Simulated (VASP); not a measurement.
WS2, 3 atoms in the cell. The cell holds a slab with vacuum, 3 atoms: a = 3.160 Å, b = 3.160 Å, c = 16.939 Å, α = 90.00°, β = 90.00°, γ = 120.00°. 

* Program: VASP 6.6.1
* Task: single point
* Functional: PBE
* Dispersion: D3(BJ)
* Potentials or basis: VASP PAW PBE potentials, release 64 (W_sv, S)
* Cutoff: 520 eV
* k mesh: 12 × 12 × 2
* Occupations: gaussian, width 0.02 eV
* Spin: no spin polarisation
* Dipole correction: no
* Further INCAR settings: ALGO = Normal; EDIFF = 1e-07; NBANDS = 20

Potentials or basis: VASP PAW PBE potentials, release 64 (W_sv, S).

Command:

```sh
$ cat potpaw_PBE.64/W_sv/POTCAR potpaw_PBE.64/S/POTCAR > POTCAR
$ mpirun -np 1 vasp_std > vasp.out
```

Hardware: 1 thread of Intel(R) Xeon(R) 6975P-C (Granite Rapids) (shared host).

Q: How long does it take, and how much memory?

A: Wall time 76 s on 1 thread of Intel(R) Xeon(R) 6975P-C (Granite Rapids), with other jobs on the host, peak memory 0.31 GiB. Counts: scf iterations 22, k points 38.
